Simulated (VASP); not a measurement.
Here is a VASP 6.6.1 calculation.

INCAR

```
SYSTEM = Ta2C
PREC = Accurate
ENCUT = 520
EDIFF = 1E-6
ISMEAR = 0
SIGMA = 0.1
LREAL = .FALSE.
LASPH = .TRUE.
NELM = 80
ALGO = Normal
ISIF = 2
LWAVE = .FALSE.
LCHARG = .TRUE.
GGA = PS
LELF = .TRUE.
LVHAR = .TRUE.
NBANDS = 20
```

File KPOINTS:

```
Automatic mesh
0
G
  18 18 10
  0 0 0
```

File POSCAR:

```
Ta2C
1.0
    3.0024416756      0.0000000000      0.0000000000
   -1.5012208378      2.6001907645      0.0000000000
    0.0000000000      0.0000000000      5.0096597405
Ta C
2 1
Direct
    0.3333333333      0.6666666667      0.2540074820
    0.6666666667      0.3333333333      0.7459925180
    0.0000000000      0.0000000000      0.0000000000
```

Potentials or basis: VASP PAW PBE potentials, release 64 (Ta_pv, C).

Launch:

```sh
$ cat potpaw_PBE.64/Ta_pv/POTCAR potpaw_PBE.64/C/POTCAR > POTCAR
$ mpirun -np 1 vasp_std > vasp.out
```

Task: Estimate the band gap on the k mesh.

Result: Zero (band 13 reaches 7.38 eV, above the bottom of band 14 at 6.72 eV).

Task: What does it give for the pressure?

Result: 13.8 GPa.

Task: Estimate the largest force.

Result: 0.141 eV/Å.

Stress tensor (GPa, compression positive):
```
20.24  0.00  0.00
 0.00 20.24  0.00
 0.00  0.00  0.80
```

Caveat: the cell differs from its parent crystal (biaxial strain in the a-b plane: -3.0 %); the PAW data sets were made with another functional, which shifts forces and pressure a little; spin-orbit coupling is left out, which moves the levels of the heavy elements.
